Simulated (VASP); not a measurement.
**Ge2Sb2Se: relaxation of cell and atoms with PBE**

Crystal: Ge2Sb2Se.

```xyz
5
Lattice="11.4830 0.0000 0.0000 0.0000 2.0964 3.5824 0.0000 -2.0964 3.5824" Properties=species:S:1:pos:R:3 pbc="T T T"
Ge    9.3272    0.0000   -0.0212
Ge    2.1558    0.0000   -0.0212
Sb    3.3872    0.0000    4.7331
Sb    8.0958    0.0000    4.7331
Se    0.0000    0.0000    6.0766
```

| Item | Value |
| --- | --- |
| Program | VASP 6.6.1 |
| Task | relaxation of cell and atoms |
| Functional | PBE |
| Potentials or basis | VASP PAW PBE potentials, release 64 (Ge_d, Sb, Se) |
| Cutoff | 600 eV |
| k mesh | 4 × 10 × 10 |
| Occupations | gaussian, width 0.01 eV |
| Spin | no spin polarisation |
| Dipole correction | no |
| Further INCAR settings | ALGO = Normal; EDIFF = 1e-07; IBRION = 2; EDIFFG = -0.01; NSW = 100; ISIF = 3 |

The relaxed volume is 34.54 Å³/atom, the relaxed cell is a = 11.496 Å, b = 4.151 Å, c = 4.151 Å, α = 60.66°, β = 90.00°, γ = 90.00° and the space group after relaxing (to 0.1 Å) is Amm2 (No. 38). The energy gained by relaxing is 0.0 meV/atom. The ionic steps are 4, the pressure after relaxing is 0.0 GPa and the largest force after relaxing is 0.005 eV/Å. The band gap on the k mesh is 0.16 eV (least direct gap 0.62 eV).

Forces in eV/Å, atoms in the order of the input:
```
Ge   0.003  0.000  0.000
Ge  -0.003  0.000  0.000
Sb   0.001  0.000  0.002
Sb  -0.001  0.000  0.002
Se   0.000  0.000 -0.005
```

The path:
| step | energy change (eV) | largest force (eV/Å) | pressure (GPa) | volume (Å³) |
| --- | --- | --- | --- | --- |
| 1 | 0.0000 | 0.0330 | 0.07 | 172.48 |
| 2 | -0.0001 | 0.0123 | -0.04 | 172.85 |
| 3 | -0.0001 | 0.0127 | -0.02 | 172.76 |
| 4 | -0.0002 | 0.0046 | -0.01 | 172.68 |

Final structure:
```xyz
5
Lattice="11.4965 0.0000 0.0000 0.0000 2.0961 3.5828 0.0000 -2.0961 3.5828" Properties=species:S:1:pos:R:3 pbc="T T T"
Ge    9.3394    0.0000    7.1443
Ge    2.1571    0.0000    7.1443
Sb    3.3928    0.0000    4.7340
Sb    8.1037    0.0000    4.7340
Se    0.0000    0.0000    6.0768
```

Levels at points of the mesh, in eV from the valence-band top:
```csv
k point,band 18,band 19,band 20,band 21,band 22,band 23,band 24,band 25,band 26
"(0.00, 0.00, 0.00)",-1.00,-0.50,-0.45,-0.15,0.00,0.88,0.95,2.20,2.89
"(0.50, 0.00, 0.00)",-0.99,-0.51,-0.44,-0.21,-0.14,0.49,1.29,2.53,2.81
"(0.00, 0.50, 0.00)",-2.45,-1.85,-1.78,-1.10,-0.82,0.77,0.84,2.32,2.39
"(0.50, 0.50, 0.00)",-2.36,-1.91,-1.73,-1.18,-0.86,0.69,1.13,1.99,2.44
"(0.00, 0.50, 0.50)",-2.43,-2.20,-1.98,-1.12,-0.47,0.16,1.31,2.15,3.44
"(0.50, 0.50, 0.50)",-2.43,-2.42,-1.99,-0.78,-0.45,0.45,0.97,2.36,3.12
```

It took 7.6 min on 4 MPI ranks on Oxide Virtual Turin-like Processor (shared host), peak memory 0.74 GiB a rank.

Caveat: semilocal functionals underestimate gaps, and a narrow one can read as zero; spin-orbit coupling is left out, which moves the levels of the heavy elements; this functional lacks dispersion, which binds layers or chains, so the pressure and a relaxed spacing across them are unreliable. A k mesh can miss the band edges.
